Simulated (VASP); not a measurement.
# W (R-3m) in VASP: further runs

The runs below take W through single point, with r2SCAN.

Everything below comes from runs of VASP 6.6.1. Logs are shortened: lines on timing, memory, paths and dates and some standing lists are left out, and cuts for length are marked.

## 1. The cell of the first run

The structure is trigonal, space group R-3m (No. 166). Conventional cell: a = 4.403 Å, b = 4.403 Å, c = 2.912 Å, α = 90.00°, β = 90.00°, γ = 120.00°. W (site symmetry -3m) has 14 W at 2.72 to 3.20 Å within 3.6 Å.

## 2. Single point, r2SCAN

File POSCAR:

```
W
1.0
   -1.5153286575      1.5983603647      1.5983603647
    1.5983603647     -1.5153286575      1.5983603647
    1.5983603647      1.5983603647     -1.5153286575
W
1
Direct
    0.0000000000      0.0000000000      0.0000000000
```

File INCAR.step1:

```
SYSTEM = W
ALGO = Normal
EDIFF = 1E-4
ENCUT = 520
GGA = PE
ISMEAR = 0
LASPH = .True.
LCHARG = .False.
LREAL = .False.
LWAVE = .True.
NBANDS = 13
NELM = 60
PREC = Accurate
SIGMA = 0.15
```

File INCAR.step2:

```
SYSTEM = W
ALGO = Normal
EDIFF = 1E-7
ENCUT = 520
ISIF = 2
ISMEAR = 0
ISTART = 1
LASPH = .True.
LCHARG = .False.
LMIXTAU = .True.
LREAL = .False.
LWAVE = .False.
METAGGA = R2SCAN
NBANDS = 13
NELM = 60
PREC = Accurate
SIGMA = 0.15
```

File KPOINTS:

```
k-points
0
Gamma
  16 16 16
  0 0 0
```

Potentials or basis: VASP PAW PBE potentials, release 64 (W_sv).

The run is started by

```console
> cat potpaw_PBE.64/W_sv/POTCAR > POTCAR
> cp INCAR.step1 INCAR
> mpirun -np 1 vasp_std > vasp.out
> cp INCAR.step2 INCAR
> mpirun -np 1 vasp_std > vasp.out
```

OUTCAR:

```text
SYSTEM = W
   EDIFF = 1E-7
   ENCUT = 520
   ISIF = 2
   ISMEAR = 0
   ISTART = 1
   LASPH = .True.
   LREAL = .False.
   METAGGA = R2SCAN
   NELM = 60
   PREC = Accurate

 ion  position               nearest neighbor table
   1  0.000  0.000  0.000-

  LATTYP: Found a trigonal (rhomboedric) cell.
 ALAT       =     2.7213475800
 COS(alpha) =    -0.3091289929

  Lattice vectors:

 A1 = (  -1.5153286575,   1.5983603647,   1.5983603647)
 A2 = (   1.5983603647,  -1.5153286575,   1.5983603647)
 A3 = (   1.5983603647,   1.5983603647,  -1.5153286575)

Analysis of symmetry for initial positions (statically):
=====================================================================
 Subroutine PRICEL returns:
 Original cell was already a primitive cell.

 Routine SETGRP: Setting up the symmetry group for a
 trigonal (rhombohedral) supercell.

 Subroutine GETGRP returns: Found 12 space group operations
 (whereof 12 operations were pure point group operations)
 out of a pool of 12 trial point group operations.

The static configuration has the point symmetry D_3d.

Analysis of symmetry for dynamics (positions and initial velocities):
=====================================================================
 Subroutine PRICEL returns:
 Original cell was already a primitive cell.

 Routine SETGRP: Setting up the symmetry group for a
 trigonal (rhombohedral) supercell.

 Subroutine GETGRP returns: Found 12 space group operations
 (whereof 12 operations were pure point group operations)
 out of a pool of 12 trial point group operations.

The dynamic configuration has the point symmetry D_3d.

 Subroutine INISYM returns: Found 12 space group operations
 (whereof 12 operations are pure point group operations),
 and found     1 'primitive' translations

----------------------------------------------------------------------------------------

                                     Primitive cell

  volume of cell :      16.3012

  direct lattice vectors                    reciprocal lattice vectors
    -1.515328658  1.598360365  1.598360365    -0.015859874  0.305302577  0.305302577
     1.598360365 -1.515328658  1.598360365     0.305302577 -0.015859874  0.305302577
     1.598360365  1.598360365 -1.515328658     0.305302577  0.305302577 -0.015859874

  length of vectors
     2.721347580  2.721347580  2.721347580     0.432054236  0.432054236  0.432054236

[... 79 lines left out ...]
   LREAL  =      F    real-space projection
   EDIFFG = 0.1E-05   stopping-criterion for IOM
   NSW    =      0    number of steps for IOM
   IBRION =     -1    ionic relax: 0-MD 1-quasi-New 2-CG
   NFREE  =      0    steps in history (QN), initial steepest desc. (CG)
   ISIF   =      2    stress and relaxation
   ISYM   =      2    0-nonsym 1-usesym 2-fastsym
   POTIM  = 0.5000    time-step for ionic-motion
   TEBEG  =    0.0;   TEEND  =   0.0 temperature during run
   PSTRESS=    0.0 pullay stress
   NELECT =      14.0000    total number of electrons
   NUPDOWN=      -1.0000    fix difference up-down
   EMIN   =  10.00;   EMAX   =-10.00  energy-range for DOS
   EFERMI =   0.00;   METHOD = LEGACY
   ISMEAR =     0;   SIGMA  =   0.15  broadening in eV -4-tet -1-fermi 0-gaus
   EFERMI_NEDOS =   21; number of points for ismear=-14 and -15
   IALGO  =     38    algorithm
   IMIX   =      4    mixing-type and parameters
     AMIX     =   0.40;   BMIX     =  1.00
     AMIX_MAG =   1.60;   BMIX_MAG =  1.00
  volume/ion in A,a.u.               =      16.30       110.01
  Fermi-wavevector in a.u.,A,eV,Ry     =   1.556125  2.940649 32.946829  2.421524
  Thomas-Fermi vector in A             =   2.659966
   LORBIT       =      0    0 simple, 1 ext, 2 COOP (PROOUT), +10 PAW based schemes
   METAGGA = R2SCAN    functional components
   LHFCALC =     F    Hartree Fock is set to
   AEXX    =    0.0000 exact exchange contribution
   IVDW    =     0    specifies the selected vdW correction
   LEPSILON=     F    determine dielectric tensor
   LRPA    =     F    only Hartree local field effects (RPA)
 non-spin polarized calculation
 Gauss-broadening in eV      SIGMA  =   0.15
  energy-cutoff  :      520.00
  volume of cell :       16.30
 maximum number of plane-waves:       454
   NGX = 11   NGY = 11   NGZ = 11

 number of electron      14.0000001 magnetization

 Free energy of the ion-electron system (eV)
  ---------------------------------------------------
  ext. energy  EPLUGINS =         0.00000000
  ---------------------------------------------------
  free energy    TOTEN  =       -51.30158326 eV

  energy without entropy =      -51.29784753  energy(sigma->0) =      -51.29971539

 E-fermi :  10.9159     XC(G=0): -14.7712

 val. band max:       10.8847589016   @ k =  -0.0625   0.1250   0.0625
 cond. band min:      10.9188725364   @ k =   0.5000   0.0000   0.0000
 fundamental gap:      0.0341136348
 Fermi energy:        10.9159421854

 k-point     1 :       0.0000    0.0000    0.0000
  band No.  band energies     occupation
      1     -65.2596      2.00000
      2     -28.2930      2.00000
      3     -28.0818      2.00000
      4     -28.0818      2.00000
      5       0.9292      2.00000
      6       9.0757      2.00000
      7       9.0757      2.00000
      8      10.6114      1.99591
      9      13.5442      0.00000
     10      13.5442      0.00000
     11      25.6384      0.00000
     12      25.6384      0.00000
     13      27.1200      0.00000
[... 354 lines left out ...]
  band No.  band energies     occupation
      1     -65.2536      2.00000
      2     -28.3009      2.00000
      3     -28.1389      2.00000
      4     -28.0931      2.00000
      5       1.1320      2.00000
      6       9.0718      2.00000
      7       9.2742      2.00000
      8      10.4869      1.99995
      9      13.2793      0.00000
     10      13.5183      0.00000
     11      25.8482      0.00000
     12      26.0854      0.00000
     13      27.5219      0.00000

 [... further k-points ...]
[... 5 lines left out ...]
  --------------------------------------------------------------------------------------
  -------------------------------------------------------------------------------------
  Total       -0.5196311     -0.5196311     -0.5196311     -0.6187819     -0.6187819     -0.6187819
  in kB      -51.0723974    -51.0723974    -51.0723974    -60.8175210    -60.8175210    -60.8175210
  external PRESSURE =     -51.0723974 kB  Pullay stress =       0.0000000 kB

 VOLUME and BASIS-vectors are now :
 -----------------------------------------------------------------------------
  energy-cutoff  :      520.00
  volume of cell :       16.30
      direct lattice vectors                 reciprocal lattice vectors
    -1.515328658  1.598360365  1.598360365    -0.015859874  0.305302577  0.305302577
     1.598360365 -1.515328658  1.598360365     0.305302577 -0.015859874  0.305302577
     1.598360365  1.598360365 -1.515328658     0.305302577  0.305302577 -0.015859874

 POSITION                                       TOTAL-FORCE (eV/Angst)
 -----------------------------------------------------------------------------------
      0.00000      0.00000      0.00000        -0.000000     -0.000000      0.000000
 -----------------------------------------------------------------------------------
    total drift:                                0.000000      0.000000      0.000000

  FREE ENERGIE OF THE ION-ELECTRON SYSTEM (eV)
  ---------------------------------------------------
  free  energy   TOTEN  =       -51.3015832613 eV

  energy  without entropy=      -51.2978475278  energy(sigma->0) =      -51.29971539
```

OUTCAR.step1:

```text
SYSTEM = W
   EDIFF = 1E-4
   ENCUT = 520
   GGA = PE
   ISMEAR = 0
   LASPH = .True.
[... 601 lines left out ...]
 POSITION                                       TOTAL-FORCE (eV/Angst)
 -----------------------------------------------------------------------------------
      0.00000      0.00000      0.00000         0.000000     -0.000000      0.000000
 -----------------------------------------------------------------------------------
    total drift:                                0.000000     -0.000000      0.000000

  FREE ENERGIE OF THE ION-ELECTRON SYSTEM (eV)
  ---------------------------------------------------
  free  energy   TOTEN  =       -12.9094049488 eV

  energy  without entropy=      -12.9051932377  energy(sigma->0) =      -12.90729909
```

Run time: 92 s. Hardware: 1 thread of Intel Xeon 6975P-C (Granite Rapids), shared host; peak memory 0.19 GiB.

Results:

```
Free energy            : -51.3016 eV
Pressure               : -5.1 GPa
Band gap on the k mesh : zero (band 7 reaches 14.83 eV, above the bottom of band 8 at 10.05 eV)
```

Levels at points of the mesh, in eV from the Fermi level:
| k point | band 4 | band 5 | band 6 | band 7 | band 8 | band 9 | band 10 | band 11 |
| --- | --- | --- | --- | --- | --- | --- | --- | --- |
| (0.00, 0.00, 0.00) | -39.00 | -9.99 | -1.84 | -1.84 | -0.30 | 2.63 | 2.63 | 14.72 |
| (0.50, 0.00, 0.00) | -39.01 | -6.45 | -3.79 | 0.00 | 2.66 | 3.63 | 5.55 | 10.75 |
| (0.50, 0.50, 0.00) | -39.08 | -6.35 | -3.57 | 0.87 | 2.08 | 2.91 | 6.41 | 11.42 |
| (0.50, 0.50, 0.50) | -39.82 | -5.81 | -5.81 | 3.92 | 5.67 | 5.67 | 7.79 | 8.64 |

Caveat: the PAW data sets were made with another functional, which shifts forces and pressure a little; spin-orbit coupling is left out, which moves the levels of the heavy elements.

## 3. Single point, r2SCAN

This run uses another cell than the first one, of the same volume but with other edges.

File POSCAR:

```
W
1.0
   -1.6745930955      1.5982272866      1.5982272866
    1.5982272866     -1.6745930955      1.5982272866
    1.5982272866      1.5982272866     -1.6745930955
W
1
Direct
    0.0000000000      0.0000000000      0.0000000000
```

INCAR.step1, as its differences from that of step 2:

```diff
@@ -11,3 +11,3 @@
 NBANDS = 13
-NELM = 60
+NELM = 100
 PREC = Accurate
```

File INCAR.step2:

```
SYSTEM = W
ALGO = Normal
EDIFF = 1E-7
ENCUT = 520
ISIF = 2
ISMEAR = 0
ISTART = 1
LASPH = .True.
LCHARG = .True.
LELF = .True.
LMIXTAU = .True.
LREAL = .False.
LVHAR = .True.
LWAVE = .False.
METAGGA = R2SCAN
NBANDS = 13
NELM = 100
PREC = Accurate
SIGMA = 0.15
```

KPOINTS is that of step 2.

Potentials or basis: VASP PAW PBE potentials, release 64 (W_sv).

The run is started by

```console
> cat potpaw_PBE.64/W_sv/POTCAR > POTCAR
> cp INCAR.step1 INCAR
> mpirun -np 1 vasp_std > vasp.out
> cp INCAR.step2 INCAR
> mpirun -np 1 vasp_std > vasp.out
```

It took 2.1 min on 1 thread of Intel Xeon Platinum 8559C (Emerald Rapids), shared host; peak memory 0.21 GiB.

It converged, with:

```yaml
Free_energy: -51.2960 eV
Pressure: -5.1 GPa
Band_gap_on_the_k_mesh: zero (band 7 reaches 15.51 eV, above the bottom of band 8 at 9.87 eV)
```

Stress tensor (GPa, compression positive):
```
-5.11  8.28  8.28
 8.28 -5.11  8.28
 8.28  8.28 -5.11
```

Levels at points of the mesh, in eV from the Fermi level:
```
           k point  band 3  band 4  band 5  band 6  band 7  band 8  band 9  band 10  band 11  band 12
(0.00, 0.00, 0.00)  -39.17  -38.91  -10.00   -2.18   -0.95   -0.95    2.63     2.63    14.25    15.66
(0.50, 0.00, 0.00)  -39.56  -39.14   -6.35   -3.51    0.85    1.97    2.83     6.19    11.62    12.08
(0.50, 0.50, 0.00)  -39.46  -38.97   -6.48   -3.88   -0.01    2.73    3.71     5.75    10.48    12.18
(0.50, 0.50, 0.50)  -39.87  -39.87   -5.83   -5.83    4.58    4.58    6.03     8.04     8.04     8.93
```

Caveat: the PAW data sets were made with another functional, which shifts forces and pressure a little; spin-orbit coupling is left out, which moves the levels of the heavy elements.
